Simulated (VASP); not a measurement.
**MnS: single point with PBEsol+U**

Crystal: MnS.

```
CELL_PARAMETERS angstrom
0.00000 2.79500 2.79500
2.79500 0.00000 2.79500
2.79500 2.79500 0.00000
ATOMIC_POSITIONS crystal
Mn 0.00000 0.00000 0.00000
S 0.75000 0.75000 0.75000
```

* Program: VASP 6.6.1
* Task: single point
* Functional: PBEsol
* Potentials or basis: VASP PAW PBE potentials, release 64 (Mn_pv, S)
* Cutoff: 500 eV
* k mesh: 6 × 6 × 6
* Occupations: fermi-dirac, width 0.1 eV
* Spin: collinear spin, ferromagnetic start
* Starting moments: [0.45, 0.0] μB
* Hubbard terms: Mn d U = 3.9 eV
* Dipole correction: no
* Further INCAR settings: ALGO = Normal; EDIFF = 1e-06; NBANDS = 20

- Pressure: -3.6 GPa
- Band gap on the k mesh: zero (filled and empty bands overlap)
- Net moment: -0.98 μB per cell
- Site moments: Mn -0.80; S -0.03 μB
- Valence electrons inside the program's atomic spheres: Mn 11.41; S 3.73

Levels at points of the mesh, in eV from the Fermi level:
Spin up:
```tsv
k point	band 6	band 7	band 8	band 9	band 10	band 11	band 12	band 13
(0.00, 0.00, 0.00)	-3.23	-3.17	-3.17	-3.17	1.57	3.36	3.36	3.36
(0.50, 0.00, 0.00)	-3.87	-3.87	-2.30	-2.30	1.17	2.26	2.26	3.74
(0.50, 0.50, 0.00)	-3.37	-3.37	-3.02	-2.58	0.11	1.67	1.67	4.56
```
Spin down:
| k point | band 8 | band 9 | band 10 | band 11 | band 12 | band 13 |
| --- | --- | --- | --- | --- | --- | --- |
| (0.00, 0.00, 0.00) | 0.12 | 0.12 | 0.12 | 0.78 | 0.78 | 1.21 |
| (0.50, 0.00, 0.00) | -3.39 | -1.24 | -1.24 | 1.10 | 1.10 | 3.27 |
| (0.50, 0.50, 0.00) | -3.66 | -2.32 | -2.32 | 0.65 | 1.22 | 2.76 |

Eigenvalues of the final occupation matrices:
```tsv
site	spin	trace	eigenvalues
site 1 d	1	2.09	0.09 0.09 0.09 0.91 0.91
site 1 d	2	2.87	0.06 0.06 0.92 0.92 0.92
```

Wall time 2.5 min on 1 thread of Intel Xeon 8259CL, on a shared host, peak memory 0.19 GiB.

Caveat: the cell stands under tension; the PAW data sets were made with another functional, which shifts forces and pressure a little; a cell with one magnetic atom can't hold antiferromagnetic order, which such compounds often take. The state reached can hang on the start; a lower one may exist.
